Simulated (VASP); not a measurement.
Wanted: the native input for a VASP 6.6.1 run.

| Property | Result |
| --- | --- |
| Task | single point |
| Functional | PBE |
| Potentials or basis | VASP PAW PBE potentials, release 64 (Ge_d) |
| Cutoff | 520 eV |
| k mesh | 9 × 9 × 9 |
| Occupations | fermi-dirac, width 0.05 eV |
| Spin | no spin polarisation |
| Dipole correction | no |
| Further INCAR settings | ALGO = Normal; EDIFF = 1e-06; NBANDS = 13 |

The structure of Ge lies in POSCAR:

```
Ge
1.0
   -1.6823942476      1.6823942476      1.6823942476
    1.6823942476     -1.6823942476      1.6823942476
    1.6823942476      1.6823942476     -1.6823942476
Ge
1
Direct
    0.0000000000      0.0000000000      0.0000000000
```

The input as run:

INCAR

```
SYSTEM = Ge
  ALGO = Normal
  EDIFF = 1E-6
  ENCUT = 520
  GGA = PE
  ISIF = 2
  ISMEAR = -1
  LASPH = .TRUE.
  LCHARG = .FALSE.
  LREAL = .FALSE.
  LWAVE = .FALSE.
  NBANDS = 13
  NELM = 100
  PREC = Accurate
  SIGMA = 0.05
```

KPOINTS

```
k-points
0
G
  9 9 9
  0 0 0
```

Potentials or basis: VASP PAW PBE potentials, release 64 (Ge_d).

Launch:

```bash
$ cat potpaw_PBE.64/Ge_d/POTCAR > POTCAR
$ mpirun -np 1 vasp_std > vasp.out
```

It gave:

The pressure is -0.1 GPa and the band gap on the k mesh is zero (band 7 reaches 15.74 eV, above the bottom of band 8 at 3.70 eV).

Wall time 3.1 s on 1 thread of Intel(R) Xeon(R) 6975P-C (Granite Rapids), on a shared host, peak memory 0.14 GiB.
